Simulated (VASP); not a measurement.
Set up this calculation in VASP 6.6.1, as the native input.

```
Task                   : single point
Functional             : PBE
Dispersion             : D3(BJ)
Potentials or basis    : VASP PAW PBE potentials, release 64 (C, H)
Cutoff                 : 520 eV
k mesh                 : 1 × 1 × 1
Occupations            : fermi-dirac, width 0.05 eV
Spin                   : no spin polarisation
Dipole correction      : no
Further INCAR settings : LREAL = Auto; ALGO = Normal; EDIFF = 1e-06; NBANDS = 58
```

The structure of H4C lies in POSCAR:

```
H4C
1.0
    7.8729940000      0.0000000000      0.0000000000
    0.0000000000      7.8729940000      0.0000000000
    0.0000000000      0.0000000000      7.8729940000
C H
8 32
Direct
    0.4965328311      1.0073042098      0.7123211322
    0.6050811165      0.8578947221      0.6368225354
    0.1498032388      0.8123466117      0.4560653800
    0.1989205123      0.8261914082      0.2724122488
    0.5491303563      0.4171856348      0.0347390078
    0.6759944184      0.2782677086      0.0475549708
    0.9259501531      0.4072656476      0.4949324234
    1.1054371437      0.3261910272      0.4935352421
    0.3674332789      0.9910079952      0.6910077665
    0.5276010626      1.0306879441      0.8493719162
    0.5253528708      1.1156873738      0.6276519454
    0.7470855433      0.8812911581      0.6167031246
    0.5971298848      0.7459550966      0.7232953563
    0.5417125937      0.8194214298      0.5141500171
    0.2331768575      0.7334947797      0.5367208460
    0.1516703811      0.9445580677      0.5012832475
    0.0205766701      0.7788904704      0.4616922101
    0.1015242740      0.9076343765      0.2055761760
    0.3307890238      0.8695294319      0.2623652450
    0.1889751218      0.7058686949      0.2129939385
    0.6097045165      0.5329103515     -0.0147466136
    0.4410139268      0.3971170307     -0.0534231323
    0.4885053894      0.4602061173      0.1525848997
    0.6330247426      0.1598502425      0.1077988882
    0.7372544676      0.2458912073     -0.0807951841
    0.7755118320      0.3210722630      0.1444685465
    0.9281856432      0.5407726717      0.5298873592
    0.8650076451      0.4043950751      0.3629114921
    0.8547828183      0.3212246828      0.5783949537
    1.0878199577      0.2025023771      0.4307509951
    1.2007757151      0.4041664454      0.4317925303
    1.1457521751      0.2824719541      0.6171349807
   -0.0071256246      0.4355776214     -0.1043059349
    0.0547822086      0.4414711862     -0.1602820985
    0.8200438105     -0.0383716792      0.1678649825
    0.7968887059     -0.1272832165      0.1655405809
    0.2862062387      0.7158267871      0.9544399500
    0.3106950164      0.6584026356      0.8710917346
    0.0245776893      0.0952750631      0.9878833897
    0.0686524085      0.1511623151      0.9260898713
```

These files were run (other wordings do the same):

INCAR

```
SYSTEM = H4C
  PREC = Accurate
  ENCUT = 520
  EDIFF = 1E-6
  ISMEAR = -1
  SIGMA = 0.05
  LREAL = Auto
  LASPH = .True.
  NELM = 80
  ALGO = Normal
  ISIF = 2
  LWAVE = .False.
  LCHARG = .True.
  GGA = PE
  IVDW = 12
  LELF = .True.
  LVHAR = .True.
  NBANDS = 58
```

KPOINTS

```
Automatic mesh
0
Gamma
  1 1 1
  0 0 0
```

Potentials or basis: VASP PAW PBE potentials, release 64 (C, H).

Launch:

```bash
$ cat potpaw_PBE.64/C/POTCAR potpaw_PBE.64/H/POTCAR > POTCAR
$ mpirun -np 1 vasp_gam > vasp.out
```

Results of the run:

| Property | Result |
| --- | --- |
| Pressure | 0.1 GPa |
| Largest force | 4.280 eV/Å |
| Band gap on the k mesh | 6.64 eV |
| Dispersion energy per atom | -0.028 eV |

Caveat: the k points lie up to 0.80 Å⁻¹ apart.

Wall time 58 s on 1 thread of Intel(R) Xeon(R) Platinum 8488C (Sapphire Rapids) (shared host), peak memory 0.44 GiB.
